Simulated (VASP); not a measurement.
A run of VASP 6.6.1 is set up as follows.

POSCAR

```
NaCaI3
1.0
    6.3096746573      0.0000000000      0.0000000000
    0.0000000000      6.3096746573      0.0000000000
    0.0000000000      0.0000000000      6.0638489471
Na Ca I
1 1 3
Direct
    0.0000000000      0.0000000000      0.0000000000
    0.5000000000      0.5000000000      0.5000000000
    0.5000000000      0.5000000000      0.0000000000
    0.5000000000      0.0000000000      0.5000000000
    0.0000000000      0.5000000000      0.5000000000
```

File INCAR.step1:

```
SYSTEM = NaCaI3
PREC = Accurate
ENCUT = 520
EDIFF = 1E-5
ISMEAR = 0
SIGMA = 0.01
LREAL = .False.
LASPH = .True.
NELM = 60
ALGO = Normal
ISIF = 2
LWAVE = .True.
NBANDS = 27
GGA = PE
```

File INCAR.step2:

```
SYSTEM = NaCaI3
PREC = Accurate
ENCUT = 520
EDIFF = 1E-6
ISMEAR = 0
SIGMA = 0.01
LREAL = .False.
LASPH = .True.
NELM = 60
ALGO = Normal
ISIF = 2
LWAVE = .False.
LCHARG = .True.
GGA = PE
LHFCALC = .True.
HFSCREEN = 0.2079
PRECFOCK = Fast
LELF = .True.
LVHAR = .True.
NBANDS = 27
ISTART = 1
```

KPOINTS

```
regular mesh
0
Gamma
  2 2 2
  0 0 0
```

Potentials or basis: VASP PAW PBE potentials, release 64 (Na_pv, Ca_sv, I).

The run is started by

```console
$ cat potpaw_PBE.64/Na_pv/POTCAR potpaw_PBE.64/Ca_sv/POTCAR potpaw_PBE.64/I/POTCAR > POTCAR
$ cp INCAR.step1 INCAR
$ mpirun -np 1 vasp_std > vasp.out
$ cp INCAR.step2 INCAR
$ mpirun -np 1 vasp_std > vasp.out
```

(1) Predict the pressure.

(2) Estimate the band gap on the k mesh.

Answers

(1) -0.5 GPa.

(2) 3.33 eV, indirect (least direct gap 3.70 eV).

Caveat: the k points lie up to 0.52 Å⁻¹ apart; the cell differs from its parent crystal (epitaxial xy strain +3.0%); the PAW data sets were made with another functional, which shifts forces and pressure a little; spin-orbit coupling is left out, which moves the levels of the heavy elements.
